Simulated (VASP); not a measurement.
# NaAg2I3 in VASP: notebook, part 2 of 2

VASP 6.6.1. Earlier steps stand in the parts before.

### 5 Relaxation of cell and atoms, PBE

This run uses another cell than the first one, of 38.95 Å³/atom.

INCAR

```
SYSTEM = NaAg2I3
PREC = Accurate
ENCUT = 600
EDIFF = 1E-7
ISMEAR = 0
SIGMA = 0.1
LREAL = .FALSE.
LASPH = .TRUE.
NELM = 60
ALGO = Normal
ISIF = 3
LWAVE = .FALSE.
LCHARG = .FALSE.
GGA = PE
IBRION = 2
NSW = 90
EDIFFG = -0.04
```

KPOINTS

```
regular mesh
0
G
  3 3 4
  0 0 0
```

POSCAR

```
NaAg2I3
1.0
    7.7548818437      0.0000000000      0.0000000000
   -3.8774409218      6.7159246800      0.0000000000
    0.0000000000      0.0000000000      4.4866528622
Na Ag I
1 2 3
Direct
    0.0000000000      0.0000000000      0.5000000000
    0.3333333333      0.6666666667      0.0000000000
    0.6666666667      0.3333333333      0.0000000000
    0.5000000000      0.0000000000      0.5000000000
    0.0000000000      0.5000000000      0.5000000000
    0.5000000000      0.5000000000      0.5000000000
```

Potentials or basis: VASP PAW PBE potentials, release 64 (Na_pv, Ag, I).

Launch:

```sh
cat potpaw_PBE.64/Na_pv/POTCAR potpaw_PBE.64/Ag/POTCAR potpaw_PBE.64/I/POTCAR > POTCAR
mpirun -np 1 vasp_std > vasp.out
```

OUTCAR:

```text
SYSTEM = NaAg2I3
   PREC = Accurate
   ENCUT = 600
   EDIFF = 1E-7
   ISMEAR = 0
   LREAL = .FALSE.
   LASPH = .TRUE.
   NELM = 60
   ISIF = 3
   GGA = PE
   IBRION = 2
   NSW = 90
   EDIFFG = -0.04

 ion  position               nearest neighbor table
   1  0.000  0.000  0.500-
   2  0.333  0.667  0.000-   4 3.17   4 3.17   5 3.17   5 3.17   6 3.17   6 3.17
   3  0.667  0.333  0.000-   4 3.17   4 3.17   5 3.17   5 3.17   6 3.17   6 3.17
   4  0.500  0.000  0.500-   2 3.17   3 3.17   2 3.17   3 3.17
   5  0.000  0.500  0.500-   2 3.17   3 3.17   2 3.17   3 3.17
   6  0.500  0.500  0.500-   2 3.17   3 3.17   2 3.17   3 3.17

  LATTYP: Found a hexagonal cell.
 ALAT       =     7.7548818437
 C/A-ratio  =     0.5785585071

  Lattice vectors:

 A1 = (   7.7548818437,   0.0000000000,   0.0000000000)
 A2 = (  -3.8774409218,   6.7159246800,   0.0000000000)
 A3 = (   0.0000000000,   0.0000000000,   4.4866528622)

Analysis of symmetry for initial positions (statically):
=====================================================================
 Subroutine PRICEL returns:
 Original cell was already a primitive cell.

 Routine SETGRP: Setting up the symmetry group for a
[... 149 lines left out ...]
 NGX is ok and might be reduce to    64
   NGX = 31   NGY = 31   NGZ = 17

--------------------------------------- Ionic step        1  -------------------------------------------

 number of electron      49.9999995 magnetization

 Free energy of the ion-electron system (eV)
  ---------------------------------------------------
  ext. energy  EPLUGINS =         0.00000000
  ---------------------------------------------------
  free energy    TOTEN  =       -12.85108964 eV

  energy without entropy =      -12.84828799  energy(sigma->0) =      -12.84968881

------------------------ aborting loop because EDIFF is reached ----------------------------------------

  FORCE on cell =-STRESS in cart. coord.  units (eV):
  Direction    XX          YY          ZZ          XY          YZ          ZX
  --------------------------------------------------------------------------------------
  -------------------------------------------------------------------------------------
  Total        0.0976248      0.0976248     -3.5777008      0.0000000     -0.0000000      0.0000000
  in kB        0.6693713      0.6693713    -24.5307671      0.0000000     -0.0000000      0.0000000
  external PRESSURE =      -7.7306749 kB  Pullay stress =       0.0000000 kB
[... 187 lines left out ...]
--------------------------------------- Ionic step        6  -------------------------------------------

 number of electron      49.9999999 magnetization

 Free energy of the ion-electron system (eV)
  ---------------------------------------------------
  ext. energy  EPLUGINS =         0.00000000
  ---------------------------------------------------
  free energy    TOTEN  =       -12.96348883 eV

  energy without entropy =      -12.95894885  energy(sigma->0) =      -12.96121884

 E-fermi :   2.9464     XC(G=0):  -7.7189

 val. band max:        2.8535997543   @ k =   0.0000   0.0000   0.5000
 cond. band min:       2.9743879058   @ k =   0.0000   0.0000   0.5000
 fundamental gap:      0.1207881514
 Fermi energy:         2.9464016949

 k-point     1 :       0.0000    0.0000    0.0000
  band No.  band energies     occupation
      1     -23.4187      2.00000
      2     -23.3414      2.00000
      3     -23.3414      2.00000
      4      -9.9217      2.00000
      5      -9.3143      2.00000
      6      -9.3143      2.00000
[... 319 lines left out ...]
  FREE ENERGIE OF THE ION-ELECTRON SYSTEM (eV)
  ---------------------------------------------------
  free  energy   TOTEN  =       -12.9634888307 eV

  energy  without entropy=      -12.9589488539  energy(sigma->0) =      -12.96121884

 reached required accuracy - stopping structural energy minimisation
```

CONTCAR:

```text
NaAg2I3
   1.00000000000000
     7.8594507763918733    0.0000000000007817    0.0000000000000000
    -3.9297253881445853    6.8064840321577655    0.0000000000000000
    -0.0000000000000000    0.0000000000000000    4.2208478236876896
  Na              Ag              I
     1     2     3
Direct
     1.0000000000000000    0.0000000000000000    0.5000000000000000
     0.3333333332999970    0.6666666667000030    0.0000000000000000
     0.6666666667000030    0.3333333332999970    1.0000000000000000
     0.5000000000000000    0.0000000000000000    0.5000000000000000
     1.0000000000000000    0.5000000000000000    0.5000000000000000
     0.5000000000000000    0.5000000000000000    0.5000000000000000

  0.00000000E+00  0.00000000E+00  0.00000000E+00
  0.00000000E+00  0.00000000E+00  0.00000000E+00
  0.00000000E+00  0.00000000E+00  0.00000000E+00
  0.00000000E+00  0.00000000E+00  0.00000000E+00
  0.00000000E+00  0.00000000E+00  0.00000000E+00
  0.00000000E+00  0.00000000E+00  0.00000000E+00
```

It took 12 min on 1 thread of Oxide Virtual Turin-like, shared host; peak memory 0.43 GiB.

What came out:

```
Free energy                           : -12.9635 eV
Relaxed volume                        : 37.63 Å³/atom
Relaxed cell                          : a = 7.859 Å, b = 7.859 Å, c = 4.221 Å, α = 90.00°, β = 90.00°, γ = 120.00°
Space group after relaxing (to 0.1 Å) : P6/mmm (No. 191)
Energy gained by relaxing             : 18.7 meV/atom
Ionic steps                           : 6
Pressure after relaxing               : 0.0 GPa
Band gap on the k mesh                : 0.12 eV
```

The path:
```
step  energy change (eV)  largest force (eV/Å)  pressure (GPa)  volume (Å³)
   1              0.0000                0.0000           -0.77       233.67
   2             -0.0796                0.0000           -0.26       227.30
   3             -0.1048                0.0000            0.23       222.32
   4             -0.1055                0.0000            0.35       221.35
   5             -0.1114                0.0000            0.13       223.80
   6             -0.1124                0.0000           -0.03       225.80
```

Final structure:
```xyz
6
Lattice="7.8595 0.0000 0.0000 -3.9297 6.8065 0.0000 0.0000 0.0000 4.2208" Properties=species:S:1:pos:R:3 pbc="T T T"
Na    7.8595    0.0000    2.1104
Ag    0.0000    4.5377    0.0000
Ag    3.9297    2.2688    4.2208
I     3.9297    0.0000    2.1104
I     5.8946    3.4032    2.1104
I     1.9649    3.4032    2.1104
```

Levels at points of the mesh, in eV from the valence-band top:
```tsv
k point	band 23	band 24	band 25	band 26	band 27	band 28
(0.00, 0.00, 0.00)	-0.77	-0.39	-0.39	0.24	0.98	3.94
(0.00, 0.00, 0.50)	-1.04	0.00	0.00	0.12	2.07	3.02
```

Caveat: semilocal functionals underestimate gaps, and a narrow one can read as zero; spin-orbit coupling is left out, which moves the levels of the heavy elements. A k mesh can miss the band edges.

### 6 Single point, PBE

This run uses another cell than the first one, of 37.52 Å³/atom.

INCAR

```
  PREC = Accurate
  ENCUT = 520
  EDIFF = 1E-6
  ISMEAR = 0
  SIGMA = 0.01
  LREAL = False
  LASPH = True
  NELM = 60
  ALGO = Normal
  ISIF = 2
  LWAVE = False
  LCHARG = False
  GGA = PE
  NBANDS = 34
```

KPOINTS

```
Automatic mesh
0
Gamma
  6 6 8
```

Changes to POSCAR since step 5:

```diff
@@ -2,5 +2,5 @@
 1.0
-    7.7548818437      0.0000000000      0.0000000000
-   -3.8774409218      6.7159246800      0.0000000000
-    0.0000000000      0.0000000000      4.4866528622
+    7.8566372593      0.0000000000      0.0000000000
+   -3.9283186296      6.8040474549      0.0000000000
+    0.0000000000      0.0000000000      4.2106999145
 Na Ag I
```

Potentials or basis: VASP PAW PBE potentials, release 64 (Na_pv, Ag, I).

Launch:

```sh
cat potpaw_PBE.64/Na_pv/POTCAR potpaw_PBE.64/Ag/POTCAR potpaw_PBE.64/I/POTCAR > POTCAR
mpirun -np 1 vasp_std > vasp.out
```

Wall time 6.4 min (1 thread of Oxide Virtual Turin-like, shared host); peak memory 0.44 GiB.

It converged, with:

```
Free energy            : -13.0024 eV
Pressure               : 0.0 GPa
Band gap on the k mesh : 0.11 eV
```

Levels at points of the mesh, in eV from the valence-band top:
| k point | band 22 | band 23 | band 24 | band 25 | band 26 | band 27 | band 28 | band 29 |
| --- | --- | --- | --- | --- | --- | --- | --- | --- |
| (0.00, 0.00, 0.00) | -0.78 | -0.78 | -0.38 | -0.38 | 0.23 | 0.98 | 3.94 | 3.94 |
| (0.50, 0.00, 0.00) | -1.47 | -0.95 | -0.92 | -0.39 | 1.36 | 1.96 | 3.22 | 3.40 |
| (0.00, 0.00, 0.50) | -2.26 | -1.05 | 0.00 | 0.00 | 0.11 | 2.07 | 3.01 | 3.14 |
| (0.50, 0.00, 0.50) | -1.98 | -1.55 | -1.47 | -0.05 | 1.25 | 2.60 | 2.72 | 3.17 |

Caveat: semilocal functionals underestimate gaps, and a narrow one can read as zero; spin-orbit coupling is left out, which moves the levels of the heavy elements. A k mesh can miss the band edges.

### 7 Summary

```tsv
task	cell	k mesh	cutoff (eV)	smearing	gap on the mesh (eV)	pressure (GPa)	relaxed volume (Å³/atom)
relaxation of cell and atoms	relaxed from a = 7.849, b = 7.849, c = 4.210 Å, angles 90.0, 90.0, 120.0°, 6 atoms, atomic positions A	6 × 6 × 8	600	gaussian 0.01 eV	0.11	0.0	37.49
single point	a = 7.849, b = 7.849, c = 4.210 Å, angles 90.0, 90.0, 120.0°, 6 atoms, atomic positions A	3 × 3 × 4	520	gaussian 0.1 eV	0.10	0.1	-
single point	a = 7.755, b = 7.755, c = 4.487 Å, angles 90.0, 90.0, 120.0°, 6 atoms, atomic positions B	6 × 6 × 2	520	gaussian 0.1 eV	0.09	0.1	-
relaxation of cell and atoms	relaxed from a = 7.755, b = 7.755, c = 4.487 Å, angles 90.0, 90.0, 120.0°, 6 atoms, atomic positions A	3 × 3 × 4	600	gaussian 0.1 eV	0.12	0.0	37.63
single point	a = 7.857, b = 7.857, c = 4.211 Å, angles 90.0, 90.0, 120.0°, 6 atoms, atomic positions A	6 × 6 × 8	520	gaussian 0.01 eV	0.11	0.0	-
```

Alike in all rows: level PBE; potentials or basis VASP PAW PBE potentials, release 64 (Na_pv, Ag, I); no spin polarisation.

Caveats: some runs use coarse meshes; semilocal functionals underestimate gaps, and a narrow one can read as zero; spin-orbit coupling is left out, which moves the levels of the heavy elements; the smearing spreads over this small gap (at least some runs).

Total energies depend on the potentials used, so only differences within one code and one set of settings carry meaning.

The gap in the log of VASP goes by the Fermi energy; the results here count the filled bands.